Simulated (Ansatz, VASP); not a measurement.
## One calculation of SnSe2, two programs

```
Sn Se
1.0
     3.87124    0.00000    0.00000
    -1.93562    3.35260    0.00000
     0.00000    0.00000    5.98058
Sn Se
1 2
Direct
  0.00000 0.00000 0.00000
  0.33333 0.66667 0.25807
  0.66667 0.33333 0.74193
```

Alike in both runs: task single point; functional PBEsol; k mesh 12 × 12 × 6; occupations gaussian, width 0.05 eV; no spin polarisation.

|  | VASP | Ansatz |
| --- | --- | --- |
| version | VASP 6.6.1 | Ansatz 0.2.0 |
| potentials or method | VASP PAW PBE potentials, release 64 (Sn_d, Se), cutoff 520 eV | scalar-relativistic, plane waves, PAW |
| valence electrons in the cell | 26 | 46 |

Ansatz gave:

| Item | Value |
| --- | --- |
| gap on the k mesh at the Fermi level (eV) | 0.35 |
| least direct gap on the mesh (eV) | 0.55 |
| pressure (GPa) | 0.0 |
| traceless stress, the component that is largest in VASP (GPa) | 1.56 |
| rms of the force components (eV/Å) | 0.107 |

Estimate VASP's values.

gap on the k mesh at the Fermi level (eV): 0.35; least direct gap on the mesh (eV): 0.54; pressure (GPa): 0.1; traceless stress, the component that is largest in VASP (GPa): 1.56; rms of the force components (eV/Å): 0.116.

VASP's potentials were made for PBE, not for PBEsol. Atom by atom the forces differ by 0.009 eV/Å (rms over components). VASP's potentials hold 26 valence electrons a cell and Ansatz's 46, so a difference there can come from the potentials and not from the codes.
